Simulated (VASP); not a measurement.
The system is V2S.

```
V S
1.0
     4.73013    0.00000    0.00000
     0.00000    4.73013    0.00000
     0.00000    0.00000    4.73013
V S
4 2
Direct
  0.25000 0.25000 0.25000
  0.25000 0.75000 0.75000
  0.75000 0.75000 0.25000
  0.75000 0.25000 0.75000
  0.00000 0.00000 0.00000
  0.50000 0.50000 0.50000
```

```yaml
Program: VASP 6.6.1
Task: relaxation of cell and atoms
Functional: PBE
Potentials_or_basis: VASP PAW PBE potentials, release 64 (V_sv, S)
Cutoff: 600 eV
k_mesh: 4 × 4 × 4
Occupations: gaussian, width 0.1 eV
Spin: collinear spin, ferromagnetic start
Starting_moments: "[1.02, 1.02, 1.02, 1.02, 0.0, 0.0] μB"
```

At the start: pressure 17.5 GPa; volume 17.64 Å³/atom.

Q: How do energy, volume and symmetry change on relaxing?

A: Over 4 steps the energy falls by 166.4 meV/atom and the volume is 21.22 Å³/atom (+20.3 %); space group Pn-3m (No. 224, to 0.1 Å) before and after; moment 7.23 μB per cell.

Step by step:
```tsv
step	energy change (eV)	largest force (eV/Å)	pressure (GPa)	volume (Å³)
1	0.0000	0.0000	17.53	105.83
2	-0.8787	0.0000	-2.79	138.23
3	-0.9979	0.0000	-0.30	127.82
4	-0.9984	0.0000	-0.07	127.34
```

Final structure:
```yaml
crystal:
  lattice:
    - [5.03106, 0.00000, 0.00000]
    - [0.00000, 5.03106, 0.00000]
    - [0.00000, 0.00000, 5.03106]
  atoms:
    - { symbol: V, position: [0.25000, 0.25000, 0.25000] }
    - { symbol: V, position: [0.25000, 0.75000, 0.75000] }
    - { symbol: V, position: [0.75000, 0.75000, 0.25000] }
    - { symbol: V, position: [0.75000, 0.25000, 0.75000] }
    - { symbol: S, position: [0.00000, 0.00000, 0.00000] }
    - { symbol: S, position: [0.50000, 0.50000, 0.50000] }
```

Caveat: the volume moved by over 15 % at a fixed basis, so the end points are rough.
